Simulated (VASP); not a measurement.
Wanted: the native input for a VASP 6.6.1 run.

```
Task                   : single point
Functional             : PBEsol
Potentials or basis    : VASP PAW PBE potentials, release 64 (Rb_sv)
Cutoff                 : 520 eV
k mesh                 : 10 × 10 × 10
Occupations            : gaussian, width 0.1 eV
Spin                   : no spin polarisation
Dipole correction      : no
Further INCAR settings : ALGO = Normal; EDIFF = 1e-06; NBANDS = 10
```

The structure of Rb lies in POSCAR:

```
Rb
1.0
   -2.7157685336      2.7157685336      2.7157685336
    2.7157685336     -2.7157685336      2.7157685336
    2.7157685336      2.7157685336     -2.7157685336
Rb
1
Direct
    0.0000000000      0.0000000000      0.0000000000
```

The input as run:

INCAR

```
PREC = Accurate ; ENCUT = 520
EDIFF = 1E-6 ; ISMEAR = 0
SIGMA = 0.1 ; LREAL = False
LASPH = True ; NELM = 80
ALGO = Normal ; ISIF = 2
LWAVE = False ; LCHARG = False
GGA = PS ; NBANDS = 10
```

KPOINTS

```
Automatic mesh
0
Gamma
  10 10 10
```

Potentials or basis: VASP PAW PBE potentials, release 64 (Rb_sv).

Run with:

```bash
$ cat potpaw_PBE.64/Rb_sv/POTCAR > POTCAR
$ mpirun -np 1 vasp_std > vasp.out
```

It gave:

```
Pressure               : 0.3 GPa
Band gap on the k mesh : zero (an odd number of electrons rules out a gap without spin polarisation)
```

Caveat: the PAW data sets were made with another functional, which shifts forces and pressure a little.

Wall time 20 s on 1 thread of Intel(R) Xeon(R) Platinum 8488C (Sapphire Rapids) (shared host), peak memory 0.21 GiB.
